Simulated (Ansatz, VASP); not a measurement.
## Two plane-wave programs on C

Contents of POSCAR:

```
C
1.0
    0.0524367482      1.7613559250      1.7613559250
    1.7613559250      0.0524367482      1.7613559250
    1.7613559250      1.7613559250      0.0524367482
C
2
Direct
    0.0004415872      0.0004415872      0.0004415872
    0.2495584128      0.2495584128      0.2495584128
```

INCAR.step1

```
SYSTEM = C
  ALGO = Normal
  EDIFF = 1E-4
  ENCUT = 520
  GGA = PE
  ISMEAR = 0
  LASPH = .TRUE.
  LCHARG = .FALSE.
  LREAL = .FALSE.
  LWAVE = .TRUE.
  NBANDS = 11
  NELM = 80
  PREC = Accurate
  SIGMA = 0.01
```

File INCAR.step2:

```
SYSTEM = C
  ALGO = Normal
  EDIFF = 1E-6
  ENCUT = 520
  ISIF = 2
  ISMEAR = 0
  ISTART = 1
  LASPH = .TRUE.
  LCHARG = .FALSE.
  LMIXTAU = .TRUE.
  LREAL = .FALSE.
  LWAVE = .FALSE.
  METAGGA = R2SCAN
  NBANDS = 11
  NELM = 80
  PREC = Accurate
  SIGMA = 0.01
```

File KPOINTS:

```
k-points
0
G
  12 12 12
  0 0 0
```

Input for Ansatz:

```yaml
crystal:
  lattice:
    - [0.0524367482, 1.761355925, 1.761355925]
    - [1.761355925, 0.0524367482, 1.761355925]
    - [1.761355925, 1.761355925, 0.0524367482]
  atoms:
    - { symbol: C, position: [0.0004415872, 0.0004415872, 0.0004415872] }
    - { symbol: C, position: [0.2495584128, 0.2495584128, 0.2495584128] }
kpoints:
  mp_grid: { grid: [12, 12, 12] }
  band_path:
    path:
      - [0.0, 0.0, 0.0]
      - [0.5, 0.0, 0.5]
      - [0.625, 0.25, 0.625]
      - [0.375, 0.375, 0.75]
      - [0.5, 0.5, 0.5]
      - [0.5, 0.25, 0.75]
      - [-0.00651, 0.389323, 0.389323]
    npoints: 1
hamiltonian:
  xc: r2scan
scf:
  occupations: { method: fixed }
  n_extra_bands: 4
output:
  forces: true
  stress: true
  eigenvalues: true
  write_density: true
  write_potential: true
  elf: true
  volumetric_format: npy
```

Change from the starting cell: epitaxial_111 strain -4.0%.

Alike in both runs: task single point; functional r2SCAN; k mesh 12 × 12 × 12; no spin polarisation.

```csv
,VASP,Ansatz
version,VASP 6.6.1,Ansatz 0.2.0
potentials or method,"VASP PAW PBE potentials, release 64 (C)","plane waves, PAW"
plane-wave cutoff (eV),520,500
occupations,"gaussian, width 0.01 eV",fixed
valence electrons in the cell,8,8
```

```csv
,VASP,Ansatz,Ansatz less VASP
gap on the k mesh at the Fermi level (eV),4.33,4.36,+0.029
pressure (GPa),42.8,41.3,-1.48
"traceless stress, the component that is largest in VASP (GPa)",-20.78,-20.65,+0.128
rms of the force components (eV/Å),0.011,0.001,-0.0103
```

VASP's potentials were made for PBE, not for r2SCAN. Atom by atom the forces differ by 0.012 eV/Å (rms over components). Both programs put the cell under a high pressure, so it lies far from rest at this level.
